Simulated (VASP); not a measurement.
# CuI (zincblende type) (F-43m) in VASP: a series of runs

Runs on CuI (zincblende type). Level: PBE. Tasks: single point.

Everything below comes from runs of VASP 6.6.1. Logs are shortened: lines on timing, memory, paths and dates and some standing lists are left out, and cuts for length are marked.

### 1 The cell of the first run

Symmetry: F-43m, No. 216, cubic system. Conventional cell: a = 5.956 Å, b = 5.956 Å, c = 5.956 Å, α = 90.00°, β = 90.00°, γ = 90.00°. Within 3.4 Å of Cu (site symmetry -43m) lie 4 I at 2.58 Å. Within 3.4 Å of I (site symmetry -43m) lie 4 Cu at 2.58 Å.

### 2 Single point, PBE (26.41 Å³/atom)

File INCAR:

```
SYSTEM = CuI
PREC = Accurate
ENCUT = 520
EDIFF = 1E-6
ISMEAR = -1
SIGMA = 0.05
LREAL = .FALSE.
LASPH = .TRUE.
NELM = 80
ALGO = Normal
ISIF = 2
LWAVE = .FALSE.
LCHARG = .TRUE.
GGA = PE
LELF = .TRUE.
LVHAR = .TRUE.
NBANDS = 16
```

File KPOINTS:

```
regular mesh
0
G
  12 12 12
  0 0 0
```

File POSCAR:

```
CuI
1.0
    0.0000000000      2.9779960031      2.9779960031
    2.9779960031      0.0000000000      2.9779960031
    2.9779960031      2.9779960031      0.0000000000
Cu I
1 1
Direct
    0.0000000000      0.0000000000      0.0000000000
    0.2500000000      0.2500000000      0.2500000000
```

Potentials or basis: VASP PAW PBE potentials, release 64 (Cu, I).

Command:

```
$ cat potpaw_PBE.64/Cu/POTCAR potpaw_PBE.64/I/POTCAR > POTCAR
$ mpirun -np 1 vasp_std > vasp.out
```

OUTCAR:

```text
SYSTEM = CuI
   PREC = Accurate
   ENCUT = 520
   EDIFF = 1E-6
   ISMEAR = -1
   LREAL = .FALSE.
   LASPH = .TRUE.
   NELM = 80
   ISIF = 2
   GGA = PE

 ion  position               nearest neighbor table
   1  0.000  0.000  0.000-   2 2.58   2 2.58   2 2.58   2 2.58
   2  0.250  0.250  0.250-   1 2.58   1 2.58   1 2.58   1 2.58

  LATTYP: Found a face centered cubic cell.
 ALAT       =     5.9559920062

  Lattice vectors:

 A1 = (   0.0000000000,   2.9779960031,   2.9779960031)
 A2 = (   2.9779960031,   0.0000000000,   2.9779960031)
 A3 = (   2.9779960031,   2.9779960031,   0.0000000000)

Analysis of symmetry for initial positions (statically):
=====================================================================
 Subroutine PRICEL returns:
 Original cell was already a primitive cell.

 Routine SETGRP: Setting up the symmetry group for a
 face centered cubic supercell.

 Subroutine GETGRP returns: Found 24 space group operations
 (whereof 24 operations were pure point group operations)
 out of a pool of 48 trial point group operations.

The static configuration has the point symmetry T_d .

Analysis of symmetry for dynamics (positions and initial velocities):
=====================================================================
 Subroutine PRICEL returns:
 Original cell was already a primitive cell.

 Routine SETGRP: Setting up the symmetry group for a
 face centered cubic supercell.

 Subroutine GETGRP returns: Found 24 space group operations
 (whereof 24 operations were pure point group operations)
 out of a pool of 48 trial point group operations.

The dynamic configuration has the point symmetry T_d .

 Subroutine INISYM returns: Found 24 space group operations
 (whereof 24 operations are pure point group operations),
 and found     1 'primitive' translations

----------------------------------------------------------------------------------------

                                     Primitive cell

  volume of cell :      52.8205

  direct lattice vectors                    reciprocal lattice vectors
     0.000000000  2.977996003  2.977996003    -0.167898143  0.167898143  0.167898143
     2.977996003  0.000000000  2.977996003     0.167898143 -0.167898143  0.167898143
     2.977996003  2.977996003  0.000000000     0.167898143  0.167898143 -0.167898143

  length of vectors
     4.211522336  4.211522336  4.211522336     0.290808115  0.290808115  0.290808115

  position of ions in fractional coordinates (direct lattice)
     0.000000000  0.000000000  0.000000000
     0.250000000  0.250000000  0.250000000

  ion indices of the primitive-cell ions
   primitive index   ion index
                 1           1
                 2           2

----------------------------------------------------------------------------------------

 KPOINTS: regular mesh

Automatic generation of k-mesh.
 Grid dimensions read from file:
 generate k-points for:   12   12   12

 Generating k-lattice:

  Cartesian coordinates                     Fractional coordinates (reciprocal lattice)
    -0.013991512  0.013991512  0.013991512     0.083333333  0.000000000  0.000000000
     0.013991512 -0.013991512  0.013991512     0.000000000  0.083333333  0.000000000
     0.013991512  0.013991512 -0.013991512     0.000000000  0.000000000  0.083333333

  Length of vectors
     0.024234010  0.024234010  0.024234010

  Shift w.r.t. Gamma in fractional coordinates (k-lattice)
     0.000000000  0.000000000  0.000000000

 Subroutine IBZKPT returns following result:
 ===========================================

 Found     72 irreducible k-points:

 Following reciprocal coordinates:
            Coordinates               Weight
  0.000000  0.000000  0.000000      1.000000
  0.083333  0.000000  0.000000      8.000000
  0.166667  0.000000  0.000000      8.000000
  0.250000  0.000000  0.000000      8.000000
  0.333333  0.000000  0.000000      8.000000
  0.416667  0.000000  0.000000      8.000000
[... 16 lines left out ...]
  0.500000  0.166667  0.000000     24.000000
 -0.416667  0.166667  0.000000     24.000000
 [... further k-points ...]
   k-points           NKPTS =     72   k-points in BZ     NKDIM =     72   number of bands    NBANDS=     16
   number of dos      NEDOS =    301   number of ions     NIONS =      2
   total plane-waves  NPLWV =  32768
   dimension x,y,z NGX =    32 NGY =   32 NGZ =   32
   dimension x,y,z NGXF=    64 NGYF=   64 NGZF=   64
   ions per type =               1   1
   NGX,Y,Z   is equivalent  to a cutoff of  12.63, 12.63, 12.63 a.u.
   NGXF,Y,Z  is equivalent  to a cutoff of  25.26, 25.26, 25.26 a.u.
 SYSTEM =  CuI
   PREC   = accura    normal or accurate (medium, high low for compatibility)
   ISTART =      0    job   : 0-new  1-cont  2-samecut
   ICHARG =      2    charge: 1-file 2-atom 10-const
   ISPIN  =      1    spin polarized calculation?
   LNONCOLLINEAR =      F non collinear calculations
   LSORBIT =      F    spin-orbit coupling
   LASPH  =      T    aspherical Exc in radial PAW
   ENCUT  =  520.0 eV  38.22 Ry    6.18 a.u.   7.83  7.83  7.83*2*pi/ulx,y,z
   NELM   =     80;   NELMIN=  2; NELMDL= -5     # of ELM steps
   EDIFF  = 0.1E-05   stopping-criterion for ELM
   LREAL  =      F    real-space projection
   EDIFFG = 0.1E-04   stopping-criterion for IOM
   NSW    =      0    number of steps for IOM
   IBRION =     -1    ionic relax: 0-MD 1-quasi-New 2-CG
   NFREE  =      0    steps in history (QN), initial steepest desc. (CG)
   ISIF   =      2    stress and relaxation
   ISYM   =      2    0-nonsym 1-usesym 2-fastsym
   POTIM  = 0.5000    time-step for ionic-motion
   TEBEG  =    0.0;   TEEND  =   0.0 temperature during run
   PSTRESS=    0.0 pullay stress
   NELECT =      18.0000    total number of electrons
   NUPDOWN=      -1.0000    fix difference up-down
   EMIN   =  10.00;   EMAX   =-10.00  energy-range for DOS
   EFERMI =   0.00;   METHOD = LEGACY
   ISMEAR =    -1;   SIGMA  =   0.05  broadening in eV -4-tet -1-fermi 0-gaus
   EFERMI_NEDOS =   21; number of points for ismear=-14 and -15
   IALGO  =     38    algorithm
   IMIX   =      4    mixing-type and parameters
     AMIX     =   0.40;   BMIX     =  1.00
     AMIX_MAG =   1.60;   BMIX_MAG =  1.00
  volume/ion in A,a.u.               =      26.41       178.23
  Fermi-wavevector in a.u.,A,eV,Ry     =   1.143488  2.160879 17.790495  1.307564
  Thomas-Fermi vector in A             =   2.280183
   LORBIT       =      0    0 simple, 1 ext, 2 COOP (PROOUT), +10 PAW based schemes
   GGA     = PE    functional components
   LHFCALC =     F    Hartree Fock is set to
   AEXX    =    0.0000 exact exchange contribution
   IVDW    =     0    specifies the selected vdW correction
   LEPSILON=     F    determine dielectric tensor
   LRPA    =     F    only Hartree local field effects (RPA)
 non-spin polarized calculation
  energy-cutoff  :      520.00
  volume of cell :       52.82
 maximum number of plane-waves:      1435
   NGX = 15   NGY = 15   NGZ = 15

 number of electron      17.9999998 magnetization

 Free energy of the ion-electron system (eV)
  ---------------------------------------------------
  ext. energy  EPLUGINS =         0.00000000
  ---------------------------------------------------
  free energy    TOTEN  =        -5.53397271 eV

  energy without entropy =       -5.53397270  energy(sigma->0) =       -5.53397271

 E-fermi :   5.7298     XC(G=0):  -9.1870

 val. band max:        5.0233418053   @ k =   0.0000   0.0000   0.0000
 cond. band min:       6.3153324572   @ k =   0.0000   0.0000   0.0000
 fundamental gap:      1.2919906519
 Fermi energy:         5.7298191216

 k-point     1 :       0.0000    0.0000    0.0000
  band No.  band energies     occupation
      1      -9.2774      2.00000
      2       1.1354      2.00000
      3       1.1354      2.00000
      4       1.1354      2.00000
      5       2.9420      2.00000
      6       2.9420      2.00000
[... 8 lines left out ...]
     15      14.6979      0.00000
     16      14.6979      0.00000

 k-point     2 :       0.0833    0.0000    0.0000
  band No.  band energies     occupation
      1      -9.2403      2.00000
      2       1.0000      2.00000
      3       1.1392      2.00000
      4       1.1392      2.00000
      5       2.9385      2.00000
      6       2.9385      2.00000
[... 8 lines left out ...]
     15      14.2566      0.00000
     16      14.2566      0.00000

 k-point     3 :       0.1667    0.0000    0.0000
  band No.  band energies     occupation
      1      -9.1356      2.00000
      2       0.6268      2.00000
      3       1.1486      2.00000
      4       1.1486      2.00000
      5       2.9319      2.00000
      6       2.9319      2.00000
[... 8 lines left out ...]
     15      13.7989      0.00000
     16      14.2194      0.00000

 k-point     4 :       0.2500    0.0000    0.0000
  band No.  band energies     occupation
      1      -8.9841      2.00000
      2       0.1162      2.00000
      3       1.1592      2.00000
      4       1.1592      2.00000
      5       2.9314      2.00000
      6       2.9314      2.00000
[... 8 lines left out ...]
     15      13.7838      0.00000
     16      13.9582      0.00000
[... 324 lines left out ...]
 k-point    22 :       0.4167    0.1667    0.0000
  band No.  band energies     occupation
      1      -8.6874      2.00000
      2      -0.4718      2.00000
      3       0.9352      2.00000
      4       1.1249      2.00000
      5       2.8886      2.00000
      6       2.9880      2.00000
[... 8 lines left out ...]
     15      15.5385      0.00000
     16      15.9478      0.00000

 k-point    23 :       0.5000    0.1667    0.0000
  band No.  band energies     occupation
      1      -8.5944      2.00000
      2      -0.6829      2.00000
      3       0.8313      2.00000
      4       1.1443      2.00000
      5       2.9022      2.00000
      6       2.9782      2.00000
[... 8 lines left out ...]
     15      15.8825      0.00000
     16      16.0966      0.00000

 k-point    24 :      -0.4167    0.1667    0.0000
  band No.  band energies     occupation
      1      -8.5816      2.00000
      2      -0.6986      2.00000
      3       0.7640      2.00000
      4       1.1667      2.00000
      5       2.9035      2.00000
      6       2.9493      2.00000
[... 8 lines left out ...]
     15      14.9389      0.00000
     16      15.7240      0.00000

 [... further k-points ...]

------------------------ aborting loop because EDIFF is reached ----------------------------------------

  FORCE on cell =-STRESS in cart. coord.  units (eV):
  Direction    XX          YY          ZZ          XY          YZ          ZX
  --------------------------------------------------------------------------------------
  -------------------------------------------------------------------------------------
  Total        0.9303945      0.9303945      0.9303945     -0.0000000      0.0000000      0.0000000
  in kB       28.2211944     28.2211944     28.2211944     -0.0000000      0.0000000      0.0000000
  external PRESSURE =      28.2211944 kB  Pullay stress =       0.0000000 kB

 VOLUME and BASIS-vectors are now :
 -----------------------------------------------------------------------------
  energy-cutoff  :      520.00
  volume of cell :       52.82
      direct lattice vectors                 reciprocal lattice vectors
     0.000000000  2.977996003  2.977996003    -0.167898143  0.167898143  0.167898143
     2.977996003  0.000000000  2.977996003     0.167898143 -0.167898143  0.167898143
     2.977996003  2.977996003  0.000000000     0.167898143  0.167898143 -0.167898143

 POSITION                                       TOTAL-FORCE (eV/Angst)
 -----------------------------------------------------------------------------------
      0.00000      0.00000      0.00000         0.000000      0.000000      0.000000
      1.48900      1.48900      1.48900        -0.000000     -0.000000     -0.000000
 -----------------------------------------------------------------------------------
    total drift:                               -0.000001     -0.000001     -0.000001

  FREE ENERGIE OF THE ION-ELECTRON SYSTEM (eV)
  ---------------------------------------------------
  free  energy   TOTEN  =        -5.5339727128 eV

  energy  without entropy=       -5.5339726989  energy(sigma->0) =       -5.53397271
```

It took 86 s on 1 thread of Intel Xeon 8259CL, shared host; peak memory 0.22 GiB.

What came out:

```
Free energy            : -5.5340 eV
Pressure               : 2.8 GPa
Band gap on the k mesh : 1.29 eV
```

Caveat: spin-orbit coupling is left out, which moves the levels of the heavy elements.

### 3 Single point, PBE (27.52 Å³/atom)

This run uses another cell than the first one, of 27.52 Å³/atom.

File INCAR:

```
SYSTEM = CuI
ALGO = Normal
EDIFF = 1E-6
ENCUT = 520
GGA = PE
ISIF = 2
ISMEAR = -1
LASPH = .True.
LCHARG = .False.
LREAL = .False.
LWAVE = .False.
NBANDS = 16
NELM = 100
PREC = Accurate
SIGMA = 0.05
```

File KPOINTS:

```
k-points
0
Gamma
  12 12 12
  0 0 0
```

File POSCAR:

```
CuI
1.0
    0.0000000000      3.0191164824      3.0191164824
    3.0191164824      0.0000000000      3.0191164824
    3.0191164824      3.0191164824      0.0000000000
Cu I
1 1
Direct
    0.0000000000      0.0000000000      0.0000000000
    0.2500000000      0.2500000000      0.2500000000
```

Potentials or basis: VASP PAW PBE potentials, release 64 (Cu, I).

Command:

```
$ cat potpaw_PBE.64/Cu/POTCAR potpaw_PBE.64/I/POTCAR > POTCAR
$ mpirun -np 1 vasp_std > vasp.out
```

Wall time 86 s (1 thread of Intel Xeon 8259CL, shared host); peak memory 0.22 GiB.

The run converged. Its results:

- Free energy: -5.5596 eV
- Pressure: 0.8 GPa
- Band gap on the k mesh: 1.18 eV

Levels at points of the mesh, in eV from the valence-band top:
| k point | band 7 | band 8 | band 9 | band 10 | band 11 | band 12 |
| --- | --- | --- | --- | --- | --- | --- |
| (0.00, 0.00, 0.00) | 0.00 | 0.00 | 0.00 | 1.18 | 4.86 | 4.86 |
| (0.50, 0.00, 0.00) | -1.83 | -0.73 | -0.73 | 2.17 | 5.40 | 5.40 |
| (0.50, 0.50, 0.00) | -1.81 | -1.54 | -1.54 | 2.69 | 2.90 | 9.27 |

Caveat: spin-orbit coupling is left out, which moves the levels of the heavy elements. A k mesh can miss the band edges.
